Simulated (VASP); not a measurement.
# W (R-3m) in VASP: notebook, part 2 of 2

VASP 6.6.1. Earlier steps stand in the parts before.

## 3. Single point, PBE

This run uses another cell than the first one, of the same volume but with other edges.

The input, INCAR:

```
ALGO = Fast
EDIFF = 1E-7
ENCUT = 520
GGA = PE
ISIF = 2
ISMEAR = 0
LASPH = T
LCHARG = F
LREAL = F
LWAVE = F
NBANDS = 13
NELM = 80
PREC = Accurate
SIGMA = 0.15
```

The input, KPOINTS:

```
k-points
0
Gamma
  20 20 20
```

The input, POSCAR:

```
W
1.0
   -1.6714420641      1.5600125932      1.5600125932
    1.5600125932     -1.6714420641      1.5600125932
    1.5600125932      1.5600125932     -1.6714420641
W
1
Direct
    0.0000000000      0.0000000000      0.0000000000
```

Potentials or basis: VASP PAW PBE potentials, release 64 (W_sv).

Run with:

```
$ cat potpaw_PBE.64/W_sv/POTCAR > POTCAR
$ mpirun -np 1 vasp_std > vasp.out
```

OUTCAR:

```text
EDIFF = 1E-7
   ENCUT = 520
   GGA = PE
   ISIF = 2
   ISMEAR = 0
   LASPH = T
   LREAL = F
   NELM = 80
   PREC = Accurate

 ion  position               nearest neighbor table
   1  0.000  0.000  0.000-

  LATTYP: Found a trigonal (rhomboedric) cell.
 ALAT       =     2.7678506382
 COS(alpha) =    -0.3630470016

  Lattice vectors:

 A1 = (  -1.6714420641,   1.5600125932,   1.5600125932)
 A2 = (   1.5600125932,  -1.6714420641,   1.5600125932)
 A3 = (   1.5600125932,   1.5600125932,  -1.6714420641)

Analysis of symmetry for initial positions (statically):
=====================================================================
 Subroutine PRICEL returns:
 Original cell was already a primitive cell.

 Routine SETGRP: Setting up the symmetry group for a
 trigonal (rhombohedral) supercell.

 Subroutine GETGRP returns: Found 12 space group operations
 (whereof 12 operations were pure point group operations)
 out of a pool of 12 trial point group operations.

The static configuration has the point symmetry D_3d.

Analysis of symmetry for dynamics (positions and initial velocities):
=====================================================================
 Subroutine PRICEL returns:
 Original cell was already a primitive cell.

 Routine SETGRP: Setting up the symmetry group for a
 trigonal (rhombohedral) supercell.

 Subroutine GETGRP returns: Found 12 space group operations
 (whereof 12 operations were pure point group operations)
 out of a pool of 12 trial point group operations.

The dynamic configuration has the point symmetry D_3d.

 Subroutine INISYM returns: Found 12 space group operations
 (whereof 12 operations are pure point group operations),
 and found     1 'primitive' translations

----------------------------------------------------------------------------------------

                                     Primitive cell

  volume of cell :      15.1265

  direct lattice vectors                    reciprocal lattice vectors
    -1.671442064  1.560012593  1.560012593     0.023804474  0.333262630  0.333262630
     1.560012593 -1.671442064  1.560012593     0.333262630  0.023804474  0.333262630
     1.560012593  1.560012593 -1.671442064     0.333262630  0.333262630  0.023804474

  length of vectors
     2.767850638  2.767850638  2.767850638     0.471905302  0.471905302  0.471905302

  position of ions in fractional coordinates (direct lattice)
     0.000000000  0.000000000  0.000000000

  ion indices of the primitive-cell ions
   primitive index   ion index
                 1           1

----------------------------------------------------------------------------------------

 KPOINTS: k-points

Automatic generation of k-mesh.
 Grid dimensions read from file:
 generate k-points for:   20   20   20

 Generating k-lattice:

  Cartesian coordinates                     Fractional coordinates (reciprocal lattice)
     0.001190224  0.016663131  0.016663131     0.050000000  0.000000000  0.000000000
     0.016663131  0.001190224  0.016663131     0.000000000  0.050000000  0.000000000
     0.016663131  0.016663131  0.001190224     0.000000000  0.000000000  0.050000000

  Length of vectors
     0.023595265  0.023595265  0.023595265

  Shift w.r.t. Gamma in fractional coordinates (k-lattice)
     0.000000000  0.000000000  0.000000000

 Subroutine IBZKPT returns following result:
 ===========================================

 Found    781 irreducible k-points:

 Following reciprocal coordinates:
            Coordinates               Weight
  0.000000  0.000000  0.000000      1.000000
  0.050000 -0.000000 -0.000000      6.000000
  0.100000 -0.000000 -0.000000      6.000000
  0.150000 -0.000000 -0.000000      6.000000
  0.200000 -0.000000 -0.000000      6.000000
  0.250000  0.000000  0.000000      6.000000
[... 16 lines left out ...]
 -0.400000  0.050000  0.000000     12.000000
 -0.350000  0.050000  0.000000     12.000000
 [... further k-points ...]
   k-points           NKPTS =    781   k-points in BZ     NKDIM =    781   number of bands    NBANDS=     13
   number of dos      NEDOS =    301   number of ions     NIONS =      1
   total plane-waves  NPLWV =  13824
   dimension x,y,z NGX =    24 NGY =   24 NGZ =   24
   dimension x,y,z NGXF=    48 NGYF=   48 NGZF=   48
   ions per type =               1
   NGX,Y,Z   is equivalent  to a cutoff of  14.42, 14.42, 14.42 a.u.
   NGXF,Y,Z  is equivalent  to a cutoff of  28.83, 28.83, 28.83 a.u.
 SYSTEM =  unknown system
   PREC   = accura    normal or accurate (medium, high low for compatibility)
   ISTART =      0    job   : 0-new  1-cont  2-samecut
   ICHARG =      2    charge: 1-file 2-atom 10-const
   ISPIN  =      1    spin polarized calculation?
   LNONCOLLINEAR =      F non collinear calculations
   LSORBIT =      F    spin-orbit coupling
   LASPH  =      T    aspherical Exc in radial PAW
   ENCUT  =  520.0 eV  38.22 Ry    6.18 a.u.   5.15  5.15  5.15*2*pi/ulx,y,z
   NELM   =     80;   NELMIN=  2; NELMDL= -5     # of ELM steps
   EDIFF  = 0.1E-06   stopping-criterion for ELM
   LREAL  =      F    real-space projection
   EDIFFG = 0.1E-05   stopping-criterion for IOM
   NSW    =      0    number of steps for IOM
   IBRION =     -1    ionic relax: 0-MD 1-quasi-New 2-CG
   NFREE  =      0    steps in history (QN), initial steepest desc. (CG)
   ISIF   =      2    stress and relaxation
   ISYM   =      2    0-nonsym 1-usesym 2-fastsym
   POTIM  = 0.5000    time-step for ionic-motion
   TEBEG  =    0.0;   TEEND  =   0.0 temperature during run
   PSTRESS=    0.0 pullay stress
   NELECT =      14.0000    total number of electrons
   NUPDOWN=      -1.0000    fix difference up-down
   EMIN   =  10.00;   EMAX   =-10.00  energy-range for DOS
   EFERMI =   0.00;   METHOD = LEGACY
   ISMEAR =     0;   SIGMA  =   0.15  broadening in eV -4-tet -1-fermi 0-gaus
   EFERMI_NEDOS =   21; number of points for ismear=-14 and -15
   IALGO  =     68    algorithm
   IMIX   =      4    mixing-type and parameters
     AMIX     =   0.40;   BMIX     =  1.00
     AMIX_MAG =   1.60;   BMIX_MAG =  1.00
  volume/ion in A,a.u.               =      15.13       102.08
  Fermi-wavevector in a.u.,A,eV,Ry     =   1.595405  3.014879 34.631149  2.545318
  Thomas-Fermi vector in A             =   2.693329
   LORBIT       =      0    0 simple, 1 ext, 2 COOP (PROOUT), +10 PAW based schemes
   GGA     = PE    functional components
   LHFCALC =     F    Hartree Fock is set to
   AEXX    =    0.0000 exact exchange contribution
   IVDW    =     0    specifies the selected vdW correction
   LEPSILON=     F    determine dielectric tensor
   LRPA    =     F    only Hartree local field effects (RPA)
 non-spin polarized calculation
 RMM-DIIS sequential band-by-band and
 Gauss-broadening in eV      SIGMA  =   0.15
  energy-cutoff  :      520.00
  volume of cell :       15.13
 maximum number of plane-waves:       427
 NGX is ok and might be reduce to    24

 number of electron      13.9999999 magnetization

 Free energy of the ion-electron system (eV)
  ---------------------------------------------------
  ext. energy  EPLUGINS =         0.00000000
  ---------------------------------------------------
  free energy    TOTEN  =       -12.72573034 eV

  energy without entropy =      -12.72095867  energy(sigma->0) =      -12.72334451

 E-fermi :  12.2131     XC(G=0): -13.8954

 val. band max:       12.2007371006   @ k =  -0.3000   0.3000   0.3000
 cond. band min:      12.2172069668   @ k =  -0.2500   0.2000   0.2000
 fundamental gap:      0.0164698663
 Fermi energy:        12.2131115953

 k-point     1 :       0.0000    0.0000    0.0000
  band No.  band energies     occupation
      1     -62.0097      2.00000
      2     -25.6188      2.00000
      3     -25.6188      2.00000
      4     -25.1438      2.00000
      5       2.2638      2.00000
      6       9.4521      2.00000
      7      11.1714      2.00000
      8      11.1714      2.00000
      9      14.9599      0.00000
     10      14.9599      0.00000
     11      25.4324      0.00000
     12      27.5298      0.00000
     13      27.5298      0.00000
[... 353 lines left out ...]
 k-point    24 :      -0.3500    0.0500    0.0000
  band No.  band energies     occupation
      1     -61.8413      2.00000
      2     -26.6491      2.00000
      3     -25.9457      2.00000
      4     -25.5931      2.00000
      5       5.7076      2.00000
      6       9.1568      2.00000
      7      10.8849      2.00000
      8      13.6688      0.00000
      9      14.5416      0.00000
     10      15.4927      0.00000
     11      25.6204      0.00000
     12      27.7541      0.00000
     13      33.4313      0.00000

 [... further k-points ...]
[... 5 lines left out ...]
  --------------------------------------------------------------------------------------
  -------------------------------------------------------------------------------------
  Total        2.5491213      2.5491213      2.5491213      1.6304994      1.6304994      1.6304994
  in kB      269.9986093    269.9986093    269.9986093    172.6997347    172.6997347    172.6997347
  external PRESSURE =     269.9986093 kB  Pullay stress =       0.0000000 kB

 VOLUME and BASIS-vectors are now :
 -----------------------------------------------------------------------------
  energy-cutoff  :      520.00
  volume of cell :       15.13
      direct lattice vectors                 reciprocal lattice vectors
    -1.671442064  1.560012593  1.560012593     0.023804474  0.333262630  0.333262630
     1.560012593 -1.671442064  1.560012593     0.333262630  0.023804474  0.333262630
     1.560012593  1.560012593 -1.671442064     0.333262630  0.333262630  0.023804474

 POSITION                                       TOTAL-FORCE (eV/Angst)
 -----------------------------------------------------------------------------------
      0.00000      0.00000      0.00000         0.000000      0.000000     -0.000000
 -----------------------------------------------------------------------------------
    total drift:                                0.000000      0.000000      0.000000

  FREE ENERGIE OF THE ION-ELECTRON SYSTEM (eV)
  ---------------------------------------------------
  free  energy   TOTEN  =       -12.7257303392 eV

  energy  without entropy=      -12.7209586727  energy(sigma->0) =      -12.72334451
```

stdout:

```text
POSCAR found type information on POSCAR W
 POSCAR found :  1 types and       1 ions
 scaLAPACK will be used
 LDA part: xc-table for (Slater+PW92), standard interpolation
 POSCAR, INCAR and KPOINTS ok, starting setup
 FFT: planning ... GRIDC
 FFT: planning ... GRID_SOFT
 FFT: planning ... GRID
 WAVECAR not read
 entering main loop
WARNING in EDDRMM: call to ZHEGV failed, returncode =   8  4     12
WARNING in EDDRMM: call to ZHEGV failed, returncode =   8  4     13
WARNING in EDDRMM: call to ZHEGV failed, returncode =   8  4     13
WARNING in EDDRMM: call to ZHEGV failed, returncode =   8  4     13
WARNING in EDDRMM: call to ZHEGV failed, returncode =   6  3     12
WARNING in EDDRMM: call to ZHEGV failed, returncode =   8  4     12
WARNING in EDDRMM: call to ZHEGV failed, returncode =   8  4     13
```

Wall time 2.1 min (1 thread of Intel Xeon 6975P-C (Granite Rapids), shared host); peak memory 0.26 GiB.

What came out:

```
Free energy            : -12.7257 eV
Pressure               : 27.0 GPa
Band gap on the k mesh : zero (bands 7 and 8 overlap by 5.80 eV)
```

Stress tensor (GPa, compression positive):
```
27.00 17.27 17.27
17.27 27.00 17.27
17.27 17.27 27.00
```

Caveat: the cell stands under pressure; spin-orbit coupling is left out, which moves the levels of the heavy elements.

## 4. Single point, PBE

This run uses another cell than the first one, of 15.60 Å³/atom.

The input, INCAR:

```
SYSTEM = W
PREC = Accurate ; ENCUT = 520
EDIFF = 1E-7 ; ISMEAR = 0
SIGMA = 0.15 ; LREAL = .False.
LASPH = .True. ; NELM = 60
ALGO = Fast ; ISIF = 2
LWAVE = .False. ; LCHARG = .False.
GGA = PE ; NBANDS = 13
```

The input, KPOINTS:

```
Automatic mesh
0
Gamma
  20 20 20
  0 0 0
```

The input, POSCAR:

```
W
1.0
   -1.6873605600      1.5759310891      1.5759310891
    1.5759310891     -1.6873605600      1.5759310891
    1.5759310891      1.5759310891     -1.6873605600
W
1
Direct
    0.0000000000      0.0000000000      0.0000000000
```

Potentials or basis: VASP PAW PBE potentials, release 64 (W_sv).

Run with:

```
$ cat potpaw_PBE.64/W_sv/POTCAR > POTCAR
$ mpirun -np 1 vasp_std > vasp.out
```

OUTCAR:

```text
SYSTEM = W
   PREC = Accurate
   ENCUT = 520
   EDIFF = 1E-7
   ISMEAR = 0
   LREAL = .False.
   LASPH = .True.
   NELM = 60
   ISIF = 2
   GGA = PE

 ion  position               nearest neighbor table
   1  0.000  0.000  0.000-

  LATTYP: Found a trigonal (rhomboedric) cell.
 ALAT       =     2.7954075293
 COS(alpha) =    -0.3627667164

  Lattice vectors:

 A1 = (  -1.6873605600,   1.5759310891,   1.5759310891)
 A2 = (   1.5759310891,  -1.6873605600,   1.5759310891)
 A3 = (   1.5759310891,   1.5759310891,  -1.6873605600)

Analysis of symmetry for initial positions (statically):
=====================================================================
 Subroutine PRICEL returns:
 Original cell was already a primitive cell.

 Routine SETGRP: Setting up the symmetry group for a
 trigonal (rhombohedral) supercell.

 Subroutine GETGRP returns: Found 12 space group operations
 (whereof 12 operations were pure point group operations)
 out of a pool of 12 trial point group operations.

The static configuration has the point symmetry D_3d.

[... 161 lines left out ...]

 val. band max:       11.7441207096   @ k =  -0.1000   0.2500   0.1000
 cond. band min:      11.7550223402   @ k =  -0.1500  -0.2500   0.1000
 fundamental gap:      0.0109016306
 Fermi energy:        11.7517182738

 k-point     1 :       0.0000    0.0000    0.0000
  band No.  band energies     occupation
      1     -62.4942      2.00000
      2     -26.1474      2.00000
      3     -26.1474      2.00000
      4     -25.7055      2.00000
      5       1.9753      2.00000
      6       9.1107      2.00000
      7      10.7641      2.00000
      8      10.7641      2.00000
      9      14.4065      0.00000
     10      14.4065      0.00000
     11      24.9501      0.00000
     12      26.9740      0.00000
     13      26.9740      0.00000
[... 354 lines left out ...]
  band No.  band energies     occupation
      1     -62.3467      2.00000
      2     -27.0720      2.00000
      3     -26.4424      2.00000
      4     -26.1234      2.00000
      5       5.3944      2.00000
      6       8.8286      2.00000
      7      10.4240      2.00000
      8      13.1549      0.00000
      9      14.0171      0.00000
     10      14.9087      0.00000
     11      25.0103      0.00000
     12      26.8691      0.00000
     13      32.4311      0.00000

 [... further k-points ...]
[... 5 lines left out ...]
  --------------------------------------------------------------------------------------
  -------------------------------------------------------------------------------------
  Total        1.4833053      1.4833053      1.4833053      1.5040931      1.5040931      1.5040931
  in kB      152.3840407    152.3840407    152.3840407    154.5196281    154.5196281    154.5196281
  external PRESSURE =     152.3840407 kB  Pullay stress =       0.0000000 kB

 VOLUME and BASIS-vectors are now :
 -----------------------------------------------------------------------------
  energy-cutoff  :      520.00
  volume of cell :       15.60
      direct lattice vectors                 reciprocal lattice vectors
    -1.687360560  1.575931089  1.575931089     0.023316015  0.329755067  0.329755067
     1.575931089 -1.687360560  1.575931089     0.329755067  0.023316015  0.329755067
     1.575931089  1.575931089 -1.687360560     0.329755067  0.329755067  0.023316015

 POSITION                                       TOTAL-FORCE (eV/Angst)
 -----------------------------------------------------------------------------------
      0.00000      0.00000      0.00000        -0.000000      0.000000     -0.000000
 -----------------------------------------------------------------------------------
    total drift:                                0.000000      0.000000     -0.000000

  FREE ENERGIE OF THE ION-ELECTRON SYSTEM (eV)
  ---------------------------------------------------
  free  energy   TOTEN  =       -12.7908584848 eV

  energy  without entropy=      -12.7862638309  energy(sigma->0) =      -12.78856116
```

OSZICAR:

```text
N       E                     dE             d eps       ncg     rms          rms(c)
DAV:   1     0.846898525910E+02    0.84690E+02   -0.74918E+03 20441   0.123E+03
DAV:   2    -0.117446427114E+02   -0.96434E+02   -0.92655E+02 22696   0.317E+02
DAV:   3    -0.133670966443E+02   -0.16225E+01   -0.16174E+01 22461   0.398E+01
DAV:   4    -0.133733892077E+02   -0.62926E-02   -0.62924E-02 22431   0.274E+00
DAV:   5    -0.133734400801E+02   -0.50872E-04   -0.50873E-04 22816   0.232E-01    0.219E+01
RMM:   6    -0.129182301410E+02    0.45521E+00   -0.35162E-01 22050   0.562E+00    0.944E+00
RMM:   7    -0.127936675351E+02    0.12456E+00   -0.27258E-01 22172   0.497E+00    0.746E-01
RMM:   8    -0.127909476763E+02    0.27199E-02   -0.11756E-02 25243   0.122E+00    0.237E-01
RMM:   9    -0.127908593723E+02    0.88304E-04   -0.18384E-03 24618   0.520E-01    0.427E-02
RMM:  10    -0.127908660689E+02   -0.66966E-05   -0.26823E-04 26142   0.195E-01    0.266E-02
RMM:  11    -0.127908593037E+02    0.67652E-05   -0.38771E-05 26062   0.757E-02    0.338E-03
RMM:  12    -0.127908585348E+02    0.76892E-06   -0.11621E-05 25590   0.387E-02    0.136E-03
RMM:  13    -0.127908584848E+02    0.50030E-07   -0.59228E-07 22649   0.922E-03
   1 F= -.12790858E+02 E0= -.12788561E+02  d E =-.459465E-02
```

stdout:

```text
POSCAR found type information on POSCAR W
 POSCAR found :  1 types and       1 ions
 scaLAPACK will be used
 LDA part: xc-table for (Slater+PW92), standard interpolation
 POSCAR, INCAR and KPOINTS ok, starting setup
 FFT: planning ... GRIDC
 FFT: planning ... GRID_SOFT
 FFT: planning ... GRID
 WAVECAR not read
 entering main loop
```

Run time: 2.1 min. Hardware: 1 thread of Intel Xeon 6975P-C (Granite Rapids), shared host; peak memory 0.26 GiB.

What came out:

```yaml
Free_energy: -12.7909 eV
Pressure: 15.2 GPa
Band_gap_on_the_k_mesh: zero (bands 7 and 8 overlap by 5.56 eV)
```

Stress tensor (GPa, compression positive):
```
15.24 15.45 15.45
15.45 15.24 15.45
15.45 15.45 15.24
```

Caveat: the cell stands under pressure; spin-orbit coupling is left out, which moves the levels of the heavy elements.

## 5. Single point, PBE

This run uses another cell than the first one, of 15.60 Å³/atom.

The input, INCAR:

```
  ALGO = Fast
  EDIFF = 1E-6
  ENCUT = 520
  GGA = PE
  ISIF = 2
  ISMEAR = 0
  LASPH = True
  LCHARG = False
  LREAL = False
  LWAVE = False
  NBANDS = 13
  NELM = 100
  PREC = Accurate
  SIGMA = 0.15
```

The input, KPOINTS:

```
k-points
0
Gamma
  20 20 20
```

The input, POSCAR:

```
W
1.0
   -1.4645016181      1.5759310891      1.5759310891
    1.5759310891     -1.4645016181      1.5759310891
    1.5759310891      1.5759310891     -1.4645016181
W
1
Direct
    0.0000000000      0.0000000000      0.0000000000
```

Run with:

```
$ cat potpaw_PBE.64/W_sv/POTCAR > POTCAR
$ mpirun -np 1 vasp_std > vasp.out
```

Wall time 1.7 min (1 thread of Intel Xeon 6975P-C (Granite Rapids), shared host); peak memory 0.25 GiB.

It converged, with:

| Item | Value |
| --- | --- |
| Free energy | -12.8387 eV |
| Pressure | 14.2 GPa |
| Band gap on the k mesh | zero (bands 7 and 8 overlap by 4.44 eV) |

Stress tensor (GPa, compression positive):
```
14.16 -9.17 -9.17
-9.17 14.16 -9.17
-9.17 -9.17 14.16
```

Levels at points of the mesh, in eV from the Fermi level:
```tsv
k point	band 3	band 4	band 5	band 6	band 7	band 8	band 9	band 10	band 11	band 12
(0.00, 0.00, 0.00)	-37.66	-37.66	-9.78	-2.12	-2.12	-0.08	2.52	2.52	13.94	13.94
(0.50, 0.00, 0.00)	-38.07	-37.67	-6.48	-3.90	0.15	2.64	3.54	5.38	10.83	12.08
(0.50, 0.50, 0.00)	-38.39	-37.76	-6.42	-3.68	1.28	1.91	2.60	6.74	10.73	12.20
(0.50, 0.50, 0.50)	-38.84	-38.53	-6.03	-6.03	3.44	6.03	6.03	7.57	8.85	8.85
```

Caveat: the cell stands under pressure; spin-orbit coupling is left out, which moves the levels of the heavy elements.

## 6. The runs side by side

```csv
cell,further INCAR settings,gap on the mesh (eV),pressure (GPa)
"a = 2.639 Å, angles 107.4°, 1 atom",ALGO = Fast; EDIFF = 1e-06; NBANDS = 13,none,25.8
"a = 2.768 Å, angles 111.3°, 1 atom",ALGO = Fast; EDIFF = 1e-07; NBANDS = 13,none,27.0
"a = 2.795 Å, angles 111.3°, 1 atom",ALGO = Fast; EDIFF = 1e-07; NBANDS = 13,none,15.2
"a = 2.667 Å, angles 107.4°, 1 atom",ALGO = Fast; EDIFF = 1e-06; NBANDS = 13,none,14.2
```

Alike in all rows: task single point; level PBE; potentials or basis VASP PAW PBE potentials, release 64 (W_sv); no spin polarisation; k mesh 20 × 20 × 20; cutoff (eV) 520; smearing gaussian 0.15 eV.

Caveats: the cell stands under pressure; spin-orbit coupling is left out, which moves the levels of the heavy elements.

Absolute energies hang on the potentials; compare differences alone.

The gap in the log of VASP goes by the Fermi energy; the results here count the filled bands.